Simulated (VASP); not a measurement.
## SrO: relaxation of the atoms with PBEsol

Crystal: SrO.

```
Sr O
1.0
    -0.02899    2.55795    2.55795
     2.55795   -0.02899    2.55795
     2.55795    2.55795   -0.02899
Sr O
1 1
Direct
  0.00000 0.00000 0.00000
  0.50000 0.50000 0.50000
```

This cell differs from its parent crystal: strained cell.

- Program: VASP 6.6.1
- Task: relaxation of the atoms
- Functional: PBEsol
- Potentials or basis: VASP PAW PBE potentials, release 64 (Sr_sv, O)
- Cutoff: 520 eV
- k mesh: 6 × 6 × 6
- Occupations: gaussian, width 0.02 eV
- Spin: no spin polarisation
- Dipole correction: no
- Further INCAR settings: ALGO = Normal; EDIFF = 1e-07; IBRION = 2; EDIFFG = -0.002; NSW = 60

```yaml
Pressure_after_relaxing: -0.6 GPa
Band_gap_on_the_k_mesh: 3.13 eV (least direct gap 3.23 eV)
```

Stress tensor (GPa, compression positive):
```
-0.60  0.60  0.60
 0.60 -0.60  0.60
 0.60  0.60 -0.60
```

Final structure:
```xyz
2
Lattice="-0.0290 2.5580 2.5580 2.5580 -0.0290 2.5580 2.5580 2.5580 -0.0290" Properties=species:S:1:pos:R:3 pbc="T T T"
Sr    0.0000    0.0000    0.0000
O     2.5435    2.5435    2.5435
```

Levels at points of the mesh, in eV from the valence-band top:
| k point | band 4 | band 5 | band 6 | band 7 | band 8 | band 9 | band 10 | band 11 | band 12 |
| --- | --- | --- | --- | --- | --- | --- | --- | --- | --- |
| (0.00, 0.00, 0.00) | -13.93 | -13.92 | -0.04 | -0.04 | 0.00 | 3.78 | 6.06 | 6.06 | 6.28 |
| (0.50, 0.00, 0.00) | -14.00 | -12.72 | -2.25 | -1.20 | -1.12 | 6.44 | 8.24 | 8.67 | 8.90 |
| (0.50, 0.50, 0.00) | -14.31 | -14.29 | -0.47 | -0.13 | -0.10 | 3.13 | 7.72 | 10.15 | 10.18 |
| (0.50, 0.50, 0.50) | -14.02 | -12.77 | -2.25 | -1.23 | -1.23 | 6.50 | 8.28 | 8.89 | 8.89 |

Run time: 31 s on 1 thread of Intel Xeon 8259CL, with other jobs on the host, peak memory 0.16 GiB.

Caveat: the cell differs from its parent crystal (strained cell); the PAW data sets were made with another functional, which shifts forces and pressure a little. A k mesh can miss the band edges.
